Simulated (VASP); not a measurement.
Cd4S3: relaxation of cell and atoms with PBE

Crystal: Cd4S3.

```
Cd S
1.0
     4.13000    0.00000    0.00000
    -2.06500    3.57668    0.00000
     0.00000    0.00000   12.10000
Cd S
4 3
Direct
  0.00000 0.00000 0.55700
  0.33333 0.66667 0.83550
  0.33333 0.66667 0.27850
  0.00000 0.00000 0.00000
  0.33333 0.66667 0.48760
  0.00000 0.00000 0.76600
  0.00000 0.00000 0.20900
```

```yaml
Program: VASP 6.6.1
Task: relaxation of cell and atoms
Functional: PBE
Potentials_or_basis: VASP PAW PBE potentials, release 64 (Cd, S)
Cutoff: 600 eV
k_mesh: 5 × 5 × 2
Occupations: gaussian, width 0.2 eV
Spin: no spin polarisation
Dipole_correction: no
Further_INCAR_settings: ALGO = Normal; EDIFF = 1e-06; IBRION = 2; EDIFFG = -0.08; NSW = 36; ISIF = 3
```

* Relaxed volume: 26.63 Å³/atom
* Relaxed cell: a = 4.117 Å, b = 4.117 Å, c = 12.699 Å, α = 90.00°, β = 90.00°, γ = 120.00°
* Space group after relaxing (to 0.05 Å): P3m1 (No. 156)
* Energy gained by relaxing: 38.1 meV/atom
* Ionic steps: 8
* Pressure after relaxing: -0.1 GPa
* Largest force after relaxing: 0.059 eV/Å
* Band gap on the k mesh: 0.66 eV, indirect (least direct gap 0.71 eV)

Forces in eV/Å, atoms in the order of the input:
```
Cd   0.000  0.000  0.058
Cd   0.000  0.000  0.002
Cd   0.000  0.000 -0.059
Cd   0.000  0.000  0.031
S    0.000  0.000 -0.021
S    0.000  0.000 -0.007
S    0.000  0.000 -0.004
```

Stress tensor (GPa, compression positive):
```
-0.11  0.00  0.00
 0.00 -0.11  0.00
 0.00  0.00 -0.02
```

Step by step:
```tsv
step	energy change (eV)	largest force (eV/Å)	pressure (GPa)	volume (Å³)
1	0.0000	1.1217	2.95	178.74
2	-0.1890	0.4709	-0.72	191.17
3	-0.1890	0.4602	-0.77	191.38
4	-0.2286	0.2689	-0.47	189.37
5	-0.2536	0.3158	0.05	186.31
6	-0.2640	0.1229	0.06	186.14
7	-0.2653	0.0812	0.07	186.05
8	-0.2669	0.0586	-0.08	186.43
```

Final structure:
```xyz
7
Lattice="4.1173 0.0000 0.0000 -2.0587 3.5657 0.0000 0.0000 0.0000 12.6989" Properties=species:S:1:pos:R:3 pbc="T T T"
Cd    0.0000    0.0000    7.0484
Cd    0.0000    2.3771   10.7428
Cd    0.0000    2.3771    3.5842
Cd    0.0000    0.0000    0.0589
S     0.0000    2.3771    6.1204
S     0.0000    0.0000    9.6005
S     0.0000    0.0000    2.6380
```

Levels at points of the mesh, in eV from the valence-band top:
```csv
k point,band 29,band 30,band 31,band 32,band 33,band 34,band 35,band 36,band 37,band 38
"(0.00, 0.00, 0.00)",-1.20,-0.91,-0.91,-0.67,-0.67,1.64,1.89,2.52,4.69,5.56
"(0.00, 0.00, 0.50)",-0.95,-0.95,-0.65,-0.65,-0.35,0.68,2.36,2.52,4.88,5.57
```

It took 5 min on 1 thread of Intel(R) Xeon(R) 6975P-C (Granite Rapids), on a shared host, peak memory 0.39 GiB.

Caveat: the relaxation stopped at a loose force limit of 0.08 eV/Å, so its end isn't a converged minimum. Expect the measured gap to be larger: semilocal functionals such as PBE lack the derivative discontinuity.
